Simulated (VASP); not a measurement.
Here is a VASP 6.6.1 calculation.

File INCAR:

```
  PREC = Accurate
  ENCUT = 600
  EDIFF = 1E-6
  ISMEAR = -1
  SIGMA = 0.01
  LREAL = False
  LASPH = True
  NELM = 120
  ALGO = Normal
  ISIF = 2
  LWAVE = False
  LCHARG = False
  NBANDS = 33
  GGA_COMPAT = False
```

The input KPOINTS:

```
Automatic mesh
0
Gamma
  2 2 1
  0.25 0.25 0.25
```

File POSCAR:

```
TiO2
1.0
    0.0000000000     -3.7985033750      0.0000000000
    3.7985033750      0.0000000000      0.0000000000
   -1.8992516900      1.8992516900      4.8515712600
Ti O
2 4
Direct
    0.7575692916      0.2424307084      0.5000000000
    0.9924307084      0.0075692916      0.0000000000
    0.9490688622      0.4564928695      0.9125258466
    0.2064928695      0.1990688622      0.4125258466
    0.5435071305      0.0509311378      0.0874741534
    0.8009311378      0.7935071305      0.5874741534
```

Potentials or basis: VASP PAW LDA potentials, release 64 (Ti_sv, O).

The run is started by

```bash
$ cat potpaw_LDA.64/Ti_sv/POTCAR potpaw_LDA.64/O/POTCAR > POTCAR
$ mpirun -np 1 vasp_std > vasp.out
```

Task: Predict the pressure.

Result: -10.4 GPa.

Task: Predict the largest force.

Result: 0.174 eV/Å.

Task: Estimate the band gap on the k mesh.

Result: 2.80 eV, indirect (least direct gap 3.11 eV).

Stress tensor (GPa, compression positive):
```
-10.24  -0.44  -0.68
 -0.44 -10.24   0.68
 -0.68   0.68 -10.77
```

Caveat: the k points lie up to 1.30 Å⁻¹ apart. LDA gaps usually lie below the measured ones, often by a third to a half.
